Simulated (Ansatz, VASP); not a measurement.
# Two plane-wave programs on KMgF3

```
CELL_PARAMETERS angstrom
2.39207 1.38106 4.31201
-2.39207 1.38106 4.31201
0.00000 -2.76212 4.31201
ATOMIC_POSITIONS crystal
K 0.50000 0.50000 0.50000
Mg 0.00000 0.00000 0.00000
F 0.50000 0.50000 0.00000
F 0.00000 0.50000 0.50000
F 0.50000 0.00000 0.50000
```

Alike in both runs: functional PBE; k mesh 3 × 3 × 3; occupations gaussian, width 0.15 eV; no spin polarisation.

Ansatz relaxed the structure, and its values are those at the end. VASP's run is a single point on that final structure, the one shown.

|  | VASP | Ansatz |
| --- | --- | --- |
| version | VASP 6.6.1 | Ansatz 0.2.0 |
| potentials or method | VASP PAW PBE potentials, release 64 (K_sv, Mg_sv, F), cutoff 840 eV | scalar-relativistic, plane waves, PAW |
| valence electrons in the cell | 40 | 40 |

|  | VASP | Ansatz | Ansatz less VASP |
| --- | --- | --- | --- |
| gap on the k mesh at the Fermi level (eV) | 0.41 | 0.42 | +0.008 |
| least direct gap on the mesh (eV) | 0.41 | 0.42 | +0.008 |
| pressure (GPa) | 0.2 | 0.2 | -0.02 |

With one functional, cell and mesh, what is left measures potentials, basis and numerics.

The k mesh is coarse, so the values compare programs but aren't converged.
